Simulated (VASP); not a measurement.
# Tc (Fm-3m) in VASP: single point with PBEsol

Aim: the single point of Tc with PBEsol.

Program: VASP 6.6.1. These are calculated values, not measurements. Logs are shortened: lines on timing, memory, paths and dates and some standing lists are left out, and cuts for length are marked.

## Step 1: The cell of the first run

Symmetry: Fm-3m, No. 225, cubic system. Conventional cell: a = 3.835 Å, b = 3.835 Å, c = 3.835 Å, α = 90.00°, β = 90.00°, γ = 90.00°. Within 3.6 Å of Tc (site symmetry m-3m) lie 12 Tc at 2.71 Å.

## Step 2: Single point, PBEsol

INCAR reads:

```
SYSTEM = Tc
PREC     = Accurate       ! precision mode
ENCUT    = 520            ! plane-wave cutoff, eV
EDIFF    = 1E-6           ! SCF threshold, eV
ISMEAR   = -1             ! smearing method
SIGMA    = 0.13605693000000002 ! smearing width, eV
LREAL    = .False.        ! projectors in reciprocal space
LASPH    = .True.         ! aspherical terms in the spheres
NELM     = 100            ! most SCF steps
ALGO     = Normal         ! electronic algorithm
ISIF     = 2              ! what is computed and relaxed
LWAVE    = .False.        ! write WAVECAR
LCHARG   = .True.         ! write CHGCAR
GGA      = PS             ! functional
LELF     = .True.         ! ELF
LVHAR    = .True.       
NBANDS   = 12             ! bands
```

KPOINTS reads:

```
regular mesh
0
Gamma
  15 15 15
  0 0 0
```

POSCAR reads:

```
Tc
1.0
    0.0000000000      1.9173389786      1.9173389786
    1.9173389786      0.0000000000      1.9173389786
    1.9173389786      1.9173389786      0.0000000000
Tc
1
Direct
    0.0000000000      0.0000000000      0.0000000000
```

Potentials or basis: VASP PAW PBE potentials, release 64 (Tc_pv).

Started as:

```
$ cat potpaw_PBE.64/Tc_pv/POTCAR > POTCAR
$ mpirun -np 1 vasp_std > vasp.out
```

OUTCAR:

```text
SYSTEM = Tc
   PREC = Accurate
   ENCUT = 520
   EDIFF = 1E-6
   ISMEAR = -1
   LREAL = .False.
   LASPH = .True.
   NELM = 100
   ISIF = 2
   GGA = PS

 ion  position               nearest neighbor table
   1  0.000  0.000  0.000-

  LATTYP: Found a face centered cubic cell.
 ALAT       =     3.8346779572

  Lattice vectors:

 A1 = (   0.0000000000,   1.9173389786,   1.9173389786)
 A2 = (   1.9173389786,   0.0000000000,   1.9173389786)
 A3 = (   1.9173389786,   1.9173389786,   0.0000000000)

Analysis of symmetry for initial positions (statically):
=====================================================================
 Subroutine PRICEL returns:
 Original cell was already a primitive cell.

 Routine SETGRP: Setting up the symmetry group for a
 face centered cubic supercell.

 Subroutine GETGRP returns: Found 48 space group operations
[... 9 lines left out ...]

 Routine SETGRP: Setting up the symmetry group for a
 face centered cubic supercell.

 Subroutine GETGRP returns: Found 48 space group operations
[... 11 lines left out ...]
                                     Primitive cell

  volume of cell :      14.0970

  direct lattice vectors                    reciprocal lattice vectors
     0.000000000  1.917338979  1.917338979    -0.260778092  0.260778092  0.260778092
     1.917338979  0.000000000  1.917338979     0.260778092 -0.260778092  0.260778092
     1.917338979  1.917338979  0.000000000     0.260778092  0.260778092 -0.260778092

  length of vectors
     2.711526787  2.711526787  2.711526787     0.451680904  0.451680904  0.451680904

  position of ions in fractional coordinates (direct lattice)
     0.000000000  0.000000000  0.000000000

  ion indices of the primitive-cell ions
   primitive index   ion index
                 1           1

----------------------------------------------------------------------------------------

 KPOINTS: regular mesh

Automatic generation of k-mesh.
 Grid dimensions read from file:
 generate k-points for:   15   15   15

 Generating k-lattice:

  Cartesian coordinates                     Fractional coordinates (reciprocal lattice)
    -0.017385206  0.017385206  0.017385206     0.066666667  0.000000000  0.000000000
     0.017385206 -0.017385206  0.017385206     0.000000000  0.066666667  0.000000000
     0.017385206  0.017385206 -0.017385206     0.000000000  0.000000000  0.066666667

  Length of vectors
     0.030112060  0.030112060  0.030112060

  Shift w.r.t. Gamma in fractional coordinates (k-lattice)
     0.000000000  0.000000000  0.000000000

 Subroutine IBZKPT returns following result:
 ===========================================

 Found    120 irreducible k-points:

 Following reciprocal coordinates:
            Coordinates               Weight
  0.000000  0.000000  0.000000      1.000000
  0.066667  0.000000  0.000000      8.000000
  0.133333  0.000000  0.000000      8.000000
  0.200000  0.000000  0.000000      8.000000
  0.266667  0.000000  0.000000      8.000000
  0.333333  0.000000  0.000000      8.000000
[... 16 lines left out ...]
  0.133333  0.133333  0.000000      6.000000
  0.200000  0.133333  0.000000     24.000000
 [... further k-points ...]
   k-points           NKPTS =    120   k-points in BZ     NKDIM =    120   number of bands    NBANDS=     12
   number of dos      NEDOS =    301   number of ions     NIONS =      1
   total plane-waves  NPLWV =   8000
   dimension x,y,z NGX =    20 NGY =   20 NGZ =   20
   dimension x,y,z NGXF=    40 NGYF=   40 NGZF=   40
   ions per type =               1
   NGX,Y,Z   is equivalent  to a cutoff of  12.26, 12.26, 12.26 a.u.
   NGXF,Y,Z  is equivalent  to a cutoff of  24.52, 24.52, 24.52 a.u.
 SYSTEM =  Tc
   PREC   = accura    normal or accurate (medium, high low for compatibility)
   ISTART =      0    job   : 0-new  1-cont  2-samecut
   ICHARG =      2    charge: 1-file 2-atom 10-const
   ISPIN  =      1    spin polarized calculation?
   LNONCOLLINEAR =      F non collinear calculations
   LSORBIT =      F    spin-orbit coupling
   LASPH  =      T    aspherical Exc in radial PAW
   ENCUT  =  520.0 eV  38.22 Ry    6.18 a.u.   5.04  5.04  5.04*2*pi/ulx,y,z
   NELM   =    100;   NELMIN=  2; NELMDL= -5     # of ELM steps
   EDIFF  = 0.1E-05   stopping-criterion for ELM
   LREAL  =      F    real-space projection
   EDIFFG = 0.1E-04   stopping-criterion for IOM
   NSW    =      0    number of steps for IOM
   IBRION =     -1    ionic relax: 0-MD 1-quasi-New 2-CG
   NFREE  =      0    steps in history (QN), initial steepest desc. (CG)
   ISIF   =      2    stress and relaxation
   ISYM   =      2    0-nonsym 1-usesym 2-fastsym
   POTIM  = 0.5000    time-step for ionic-motion
   TEBEG  =    0.0;   TEEND  =   0.0 temperature during run
   PSTRESS=    0.0 pullay stress
   NELECT =      13.0000    total number of electrons
   NUPDOWN=      -1.0000    fix difference up-down
   EMIN   =  10.00;   EMAX   =-10.00  energy-range for DOS
   EFERMI =   0.00;   METHOD = LEGACY
   ISMEAR =    -1;   SIGMA  =   0.14  broadening in eV -4-tet -1-fermi 0-gaus
   EFERMI_NEDOS =   21; number of points for ismear=-14 and -15
   IALGO  =     38    algorithm
   IMIX   =      4    mixing-type and parameters
     AMIX     =   0.40;   BMIX     =  1.00
     AMIX_MAG =   1.60;   BMIX_MAG =  1.00
  volume/ion in A,a.u.               =      14.10        95.13
  Fermi-wavevector in a.u.,A,eV,Ry     =   1.593482  3.011244 34.547690  2.539184
  Thomas-Fermi vector in A             =   2.691705
   LORBIT       =      0    0 simple, 1 ext, 2 COOP (PROOUT), +10 PAW based schemes
   GGA     = PS    functional components
   LHFCALC =     F    Hartree Fock is set to
   AEXX    =    0.0000 exact exchange contribution
   IVDW    =     0    specifies the selected vdW correction
   LEPSILON=     F    determine dielectric tensor
   LRPA    =     F    only Hartree local field effects (RPA)
 non-spin polarized calculation
  energy-cutoff  :      520.00
  volume of cell :       14.10
 maximum number of plane-waves:       388
   NGX =  9   NGY =  9   NGZ =  9

 number of electron      12.9999995 magnetization

 Free energy of the ion-electron system (eV)
  ---------------------------------------------------
  ext. energy  EPLUGINS =         0.00000000
  ---------------------------------------------------
  free energy    TOTEN  =       -11.22681002 eV

  energy without entropy =      -11.16470687  energy(sigma->0) =      -11.19575845

 E-fermi :  12.9490     XC(G=0): -14.0320

 val. band max:       12.9377158660   @ k =  -0.4000   0.4000   0.0000
 cond. band min:      12.9988214956   @ k =  -0.2667   0.3333   0.0667
 fundamental gap:      0.0611056296
 Fermi energy:        12.9490321109

 k-point     1 :       0.0000    0.0000    0.0000
  band No.  band energies     occupation
      1     -25.2913      2.00000
      2     -25.2913      2.00000
      3     -25.2913      2.00000
      4       5.3298      2.00000
      5      11.1179      2.00000
      6      11.1179      2.00000
      7      11.1179      2.00000
      8      13.8233      0.00323
      9      13.8233      0.00323
     10      26.9578      0.00000
     11      32.6342      0.00000
     12      32.6342      0.00000

 k-point     2 :       0.0667    0.0000    0.0000
  band No.  band energies     occupation
      1     -25.3538      2.00000
      2     -25.2992      2.00000
      3     -25.2992      2.00000
      4       5.5241      2.00000
      5      11.0005      2.00000
      6      11.2033      1.99999
      7      11.2033      1.99999
      8      13.7604      0.00513
      9      13.7604      0.00513
     10      27.3134      0.00000
     11      31.7958      0.00000
     12      32.9709      0.00000

 k-point     3 :       0.1333    0.0000    0.0000
  band No.  band energies     occupation
      1     -25.5278      2.00000
      2     -25.3213      2.00000
      3     -25.3213      2.00000
      4       6.0631      2.00000
      5      10.7315      2.00000
      6      11.4087      1.99998
      7      11.4087      1.99998
      8      13.6451      0.01193
      9      13.6451      0.01193
     10      28.2304      0.00000
     11      30.2629      0.00000
     12      33.9397      0.00000

 k-point     4 :       0.2000    0.0000    0.0000
  band No.  band energies     occupation
      1     -25.7789      2.00000
      2     -25.3536      2.00000
      3     -25.3536      2.00000
      4       6.7821      2.00000
      5      10.5501      2.00000
      6      11.5631      1.99992
      7      11.5631      1.99992
      8      13.6946      0.00831
      9      13.6946      0.00831
     10      28.3792      0.00000
     11      29.7327      0.00000
     12      35.4317      0.00000

 k-point     5 :       0.2667    0.0000    0.0000
  band No.  band energies     occupation
      1     -26.0598      2.00000
      2     -25.3904      2.00000
      3     -25.3904      2.00000
      4       7.3310      2.00000
      5      10.8469      2.00000
      6      11.4952      1.99995
      7      11.4952      1.99995
      8      14.1071      0.00040
      9      14.1071      0.00040
     10      27.1173      0.00000
     11      30.1052      0.00000
     12      37.2762      0.00000
[... 228 lines left out ...]
      1     -25.6282      2.00000
      2     -25.3790      2.00000
      3     -25.3198      2.00000
      4       6.4541      2.00000
      5      10.4981      2.00000
      6      11.5645      1.99992
      7      11.5702      1.99992
      8      13.2533      0.19308
      9      13.9686      0.00111
     10      28.8534      0.00000
     11      29.8143      0.00000
     12      33.6316      0.00000

 k-point    22 :      -0.0667    0.0667    0.0000
  band No.  band energies     occupation
      1     -25.4401      2.00000
      2     -25.3350      2.00000
      3     -25.3017      2.00000
      4       5.8357      2.00000
      5      10.7936      2.00000
      6      11.3214      1.99999
      7      11.3818      1.99998
      8      13.5055      0.03293
      9      13.8475      0.00271
     10      27.8713      0.00000
     11      31.0457      0.00000
     12      32.9621      0.00000

 k-point    23 :       0.1333    0.1333    0.0000
  band No.  band energies     occupation
      1     -25.5209      2.00000
      2     -25.3734      2.00000
      3     -25.3734      2.00000
      4       6.3094      2.00000
      5      10.3165      2.00000
      6      11.7172      1.99977
      7      11.7172      1.99977
      8      12.9300      1.06990
      9      14.1203      0.00036
     10      28.7653      0.00000
     11      31.2450      0.00000
     12      33.1560      0.00000

 k-point    24 :       0.2000    0.1333    0.0000
  band No.  band energies     occupation
      1     -25.6842      2.00000
      2     -25.4147      2.00000
      3     -25.4035      2.00000
      4       6.8774      2.00000
      5       9.9780      2.00000
      6      11.8815      1.99922
      7      12.0077      1.99802
      8      12.7857      1.53723
      9      14.2788      0.00011
     10      29.7603      0.00000
     11      30.3428      0.00000
     12      33.5092      0.00000

 [... further k-points ...]
[... 5 lines left out ...]
  --------------------------------------------------------------------------------------
  -------------------------------------------------------------------------------------
  Total       -0.0881119     -0.0881119     -0.0881119      0.0000000      0.0000000      0.0000000
  in kB      -10.0142448    -10.0142448    -10.0142448      0.0000000      0.0000000      0.0000000
  external PRESSURE =     -10.0142448 kB  Pullay stress =       0.0000000 kB

 VOLUME and BASIS-vectors are now :
 -----------------------------------------------------------------------------
  energy-cutoff  :      520.00
  volume of cell :       14.10
      direct lattice vectors                 reciprocal lattice vectors
     0.000000000  1.917338979  1.917338979    -0.260778092  0.260778092  0.260778092
     1.917338979  0.000000000  1.917338979     0.260778092 -0.260778092  0.260778092
     1.917338979  1.917338979  0.000000000     0.260778092  0.260778092 -0.260778092

 POSITION                                       TOTAL-FORCE (eV/Angst)
 -----------------------------------------------------------------------------------
      0.00000      0.00000      0.00000        -0.000000     -0.000000      0.000000
 -----------------------------------------------------------------------------------
    total drift:                                0.000000     -0.000000     -0.000000

  FREE ENERGIE OF THE ION-ELECTRON SYSTEM (eV)
  ---------------------------------------------------
  free  energy   TOTEN  =       -11.2268100218 eV

  energy  without entropy=      -11.1647068724  energy(sigma->0) =      -11.19575845
```

Run time: 9.6 s. Hardware: 1 thread of Intel Xeon Platinum 8488C (Sapphire Rapids), shared host; peak memory 0.13 GiB.

What came out:

| Quantity | Value |
| --- | --- |
| Free energy | -11.2268 eV |
| Pressure | -1.0 GPa |

Caveat: the PAW data sets were made with another functional, which shifts forces and pressure a little.
